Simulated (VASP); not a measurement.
The system is GaP.

```
Ga P
1.0
     6.81095    0.00000    0.00000
     5.70235    3.72455    0.00000
     5.70235    1.69729    3.31534
Ga P
2 2
Direct
  0.43537 0.43537 0.43537
  0.56463 0.56463 0.56463
  0.05739 0.05739 0.05739
  0.94261 0.94261 0.94261
```

```yaml
Program: VASP 6.6.1
Task: relaxation of cell and atoms
Functional: PBEsol
Potentials_or_basis: VASP PAW PBE potentials, release 64 (Ga_d, P)
Cutoff: 600 eV
k_mesh: 6 × 6 × 6
Occupations: gaussian, width 0.01 eV
Spin: no spin polarisation
```

At the start: pressure -2.9 GPa; volume 21.03 Å³/atom.

Question: How do energy, volume and symmetry change on relaxing?

Answer: Over 8 steps the energy falls by 8.1 meV/atom and the volume is 20.18 Å³/atom (-4.0 %); space group R-3m (No. 166, to 0.1 Å) before and after.

Step by step:
| step | energy change (eV) | largest force (eV/Å) | pressure (GPa) | volume (Å³) |
| --- | --- | --- | --- | --- |
| 1 | 0.0000 | 0.0889 | -2.85 | 84.10 |
| 2 | -0.0274 | 0.1165 | 1.19 | 79.63 |
| 3 | -0.0314 | 0.1111 | 0.05 | 80.75 |
| 4 | -0.0324 | 0.0467 | 0.02 | 80.71 |
| 5 | -0.0324 | 0.0499 | 0.00 | 80.72 |
| 6 | -0.0325 | 0.0138 | 0.02 | 80.71 |
| 7 | -0.0326 | 0.0169 | 0.00 | 80.71 |
| 8 | -0.0325 | 0.0025 | 0.02 | 80.71 |

Final structure:
```
CELL_PARAMETERS angstrom
6.72684 0.00413 0.00252
5.63418 3.67509 0.00252
5.63418 1.67700 3.27016
ATOMIC_POSITIONS crystal
Ga 0.43577 0.43577 0.43577
Ga 0.56423 0.56423 0.56423
P 0.05781 0.05781 0.05781
P 0.94219 0.94219 0.94219
```

Caveat: semilocal functionals underestimate gaps, and a narrow one can read as zero; the PAW data sets were made with another functional, which shifts forces and pressure a little.
